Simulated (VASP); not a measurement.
NaCl, 4 atoms in the cell. The structure is hexagonal, space group P6_3/mmc (No. 194). Conventional cell: a = 3.892 Å, b = 3.892 Å, c = 6.737 Å, α = 90.00°, β = 90.00°, γ = 120.00°. Na (site symmetry -3m) has 6 Cl at 2.81 Å and 2 Na at 3.37 Å within 3.7 Å. Within 3.7 Å of Cl (site symmetry -6m2) lie 6 Na at 2.81 Å. 

| Item | Value |
| --- | --- |
| Program | VASP 6.6.1 |
| Task | dielectric tensor |
| Functional | PBE |
| Potentials or basis | VASP PAW PBE potentials, release 64 (Na_pv, Cl) |
| Cutoff | 520 eV |
| k mesh | 6 × 6 × 4 |
| Occupations | gaussian, width 0.01 eV |
| Spin | no spin polarisation |
| Dipole correction | no |
| Further INCAR settings | ALGO = Normal; EDIFF = 1e-08 |

Potentials or basis: VASP PAW PBE potentials, release 64 (Na_pv, Cl).

The run is started by

```bash
$ cat potpaw_PBE.64/Na_pv/POTCAR potpaw_PBE.64/Cl/POTCAR > POTCAR
$ mpirun -np 1 vasp_std > vasp.out
```

Hardware: 1 thread of AMD EPYC 9R45 96-Core Processor (Zen 5) (shared host).

Estimate the wall time of this run.

Run time: 3.4 min on 1 thread of AMD EPYC 9R45 96-Core Processor (Zen 5), with other jobs on the host, peak memory 0.29 GiB. Counts: scf iterations 127, k points 21.
